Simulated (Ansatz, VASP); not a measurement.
MoW2C4 in VASP and in Ansatz

INCAR

```
ALGO     = Fast           # electronic algorithm
EDIFF    = 1E-7           # SCF threshold, eV
EDIFFG   = -0.01          # ionic threshold
ENCUT    = 600            # plane-wave cutoff, eV
GGA      = PE             # functional
IBRION   = 2              # ionic algorithm
ISIF     = 3              # what is computed and relaxed
ISMEAR   = 0              # smearing method
LASPH    = True           # aspherical terms in the spheres
LCHARG   = False          # write CHGCAR
LREAL    = False          # projectors in reciprocal space
LWAVE    = False          # write WAVECAR
NELM     = 60             # most SCF steps
NSW      = 100            # ionic steps
PREC     = Accurate       # precision mode
SIGMA    = 0.1            # smearing width, eV
```

The input KPOINTS:

```
k-points
0
Gamma
  8 8 8
```

POSCAR

```
MoW2C4
1.0
    4.2958324860      0.0000000000      0.0000000000
    0.0000000000      4.2958324860      0.0000000000
    0.0000000000      0.0000000000      4.2792115445
Mo W C
1 2 4
Direct
    0.5000000000      0.5000000000      0.0000000000
    0.0000000000      0.5000000000      0.5000000000
    0.5000000000      0.0000000000      0.5000000000
    0.0000000000      0.5000000000      0.0000000000
    0.5000000000      0.0000000000      0.0000000000
    0.0000000000      0.0000000000      0.5000000000
    0.5000000000      0.5000000000      0.5000000000
```

Input for Ansatz:

```yaml
crystal:
  lattice:
    - [4.295832486, 0.0, 0.0]
    - [0.0, 4.295832486, 0.0]
    - [0.0, 0.0, 4.2792115445]
  atoms:
    - { symbol: Mo, position: [0.5, 0.5, 0.0] }
    - { symbol: W, position: [0.0, 0.5, 0.5] }
    - { symbol: W, position: [0.5, 0.0, 0.5] }
    - { symbol: C, position: [0.0, 0.5, 0.0] }
    - { symbol: C, position: [0.5, 0.0, 0.0] }
    - { symbol: C, position: [0.0, 0.0, 0.5] }
    - { symbol: C, position: [0.5, 0.5, 0.5] }
basis:
  ecutwfc: 420
kpoints:
  mp_grid: { grid: [8, 8, 8] }
hamiltonian:
  xc: pbe
scf:
  occupations: { method: gaussian, width: 0.1 }
output:
  forces: true
  stress: true
  eigenvalues: true
relax:
  adjacent_minimum: "off"
  f_tol: 0.01
  max_steps: 80
  cell: { stress_tol: 0.05 }
```

Alike in both runs: task relaxation of cell and atoms; functional PBE; k mesh 8 × 8 × 8; occupations gaussian, width 0.1 eV; no spin polarisation.

|  | VASP | Ansatz |
| --- | --- | --- |
| version | VASP 6.6.1 | Ansatz 0.2.0 |
| potentials or method | VASP PAW PBE potentials, release 64 (Mo_sv, W_sv, C), cutoff 600 eV | scalar-relativistic, plane waves, PAW |
| valence electrons in the cell | 58 | 58 |

VASP gave:

* gap on the k mesh at the Fermi level, each at its own relaxed structure (eV): none
* relaxed volume (Å³/atom): 11.27
* relaxed length of the cell vector where the two differ most in proportion (Å): 4.292

Task: Estimate Ansatz's values.

Result: gap on the k mesh at the Fermi level, each at its own relaxed structure (eV): none; relaxed volume (Å³/atom): 11.25; relaxed length of the cell vector where the two differ most in proportion (Å): 4.290.

A gap of «none» marks a metal or a gap that the smearing closes.

Spin-orbit coupling is off throughout.
